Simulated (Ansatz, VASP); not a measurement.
## TaN: VASP beside Ansatz

INCAR

```
SYSTEM = TaN
PREC = Accurate
ENCUT = 520
EDIFF = 1E-8
ISMEAR = -1
SIGMA = 0.02
LREAL = .False.
LASPH = .True.
NELM = 120
ALGO = Normal
ISIF = 2
LWAVE = .False.
LCHARG = .False.
GGA = PS
LEFG = .True.
NBANDS = 15
GGA_COMPAT = .False.
```

KPOINTS

```
regular mesh
0
Gamma
  9 9 9
  0 0 0
```

Contents of POSCAR:

```
TaN
1.0
    0.0000000000      2.1348965245      2.1348965245
    2.1348965245      0.0000000000      2.1348965245
    2.1348965245      2.1348965245      0.0000000000
Ta N
1 1
Direct
    0.5000000000      0.5000000000      0.5000000000
    0.0000000000      0.0000000000      0.0000000000
```

Input for Ansatz:

```yaml
crystal:
  lattice:
    - [0.0, 2.1348965245, 2.1348965245]
    - [2.1348965245, 0.0, 2.1348965245]
    - [2.1348965245, 2.1348965245, 0.0]
  atoms:
    - { symbol: Ta, position: [0.5, 0.5, 0.5] }
    - { symbol: "N", position: [0.0, 0.0, 0.0] }
kpoints:
  mp_grid: { grid: [9, 9, 9] }
scf:
  occupations: { method: fermi_dirac, width: 0.02 }
hamiltonian:
  xc: pbesol
  pseudopotentials: { kind: all_electron, datasets: crystal }
output:
  forces: true
  stress: true
  eigenvalues: true
  efg: { contact_densities: true }
```

Change from the starting cell: volume scaled by 0.9405, crystal datasets.

Alike in both runs: task electric field gradients; functional PBEsol; k mesh 9 × 9 × 9; occupations fermi-dirac, width 0.02 eV; no spin polarisation.

|  | VASP | Ansatz |
| --- | --- | --- |
| version | VASP 6.6.1 | Ansatz 0.2.0 |
| potentials or method | VASP PAW PBE potentials, release 64 (Ta_pv, N), cutoff 520 eV | all-electron PAW with datasets made for the crystal, scalar-relativistic |

VASP gave:

| Property | Result |
| --- | --- |
| pressure (GPa) | 32.2 |

Task: Which values does Ansatz return?

Result: Pressure (GPa): 30.4.

VASP's potentials were made for PBE, not for PBEsol. Both programs put the cell under a high pressure, so it lies far from rest at this level. Ansatz ran all-electron here, and VASP with PAW potentials.

Spin-orbit coupling is off throughout.
